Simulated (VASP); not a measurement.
Set up this calculation in VASP 6.6.1, as the native input.

```
Task                   : electric field gradients
Functional             : LDA
Potentials or basis    : VASP PAW LDA potentials, release 64 (Ta_pv, N)
Cutoff                 : 520 eV
k mesh                 : 12 × 12 × 10
Occupations            : fermi-dirac, width 0.02 eV
Spin                   : no spin polarisation
Dipole correction      : no
Further INCAR settings : ALGO = Normal; EDIFF = 1e-08; NBANDS = 15
```

The structure of TaN lies in POSCAR:

```
TaN
1.0
    2.9379988584      0.0000000000      0.0000000000
   -1.4689994292      2.5443816477      0.0000000000
    0.0000000000      0.0000000000      2.8541700000
Ta N
1 1
Direct
    0.3333333333      0.6666666667      0.5000000000
    0.0000000000      0.0000000000      0.0000000000
```

This cell differs from its parent crystal: zz strain of -1 %.

The input as run:

INCAR

```
PREC = Accurate
ENCUT = 520
EDIFF = 1E-8
ISMEAR = -1
SIGMA = 0.02
LREAL = F
LASPH = T
NELM = 100
ALGO = Normal
ISIF = 2
LWAVE = F
LCHARG = F
LEFG = T
NBANDS = 15
```

KPOINTS

```
regular mesh
0
Gamma
  12 12 10
```

Potentials or basis: VASP PAW LDA potentials, release 64 (Ta_pv, N).

Command:

```sh
$ cat potpaw_LDA.64/Ta_pv/POTCAR potpaw_LDA.64/N/POTCAR > POTCAR
$ mpirun -np 1 vasp_std > vasp.out
```

Results of the run:

* Pressure: -6.0 GPa
* Band gap on the k mesh: zero (bands 8 and 9 overlap by 0.47 eV)
* Largest electric field gradient by atom: Ta +9.8; N -1.9 V/Å²

Caveat: the cell differs from its parent crystal (zz strain of -1 %); the cell stands under tension; without QUAD_EFG the Cq values of the log hold for a quadrupole moment of 1 mb, not for the nuclei; spin-orbit coupling is left out, which moves the levels of the heavy elements.

It took 50 s on 1 thread of Intel Xeon 8259CL (shared host), peak memory 0.16 GiB.
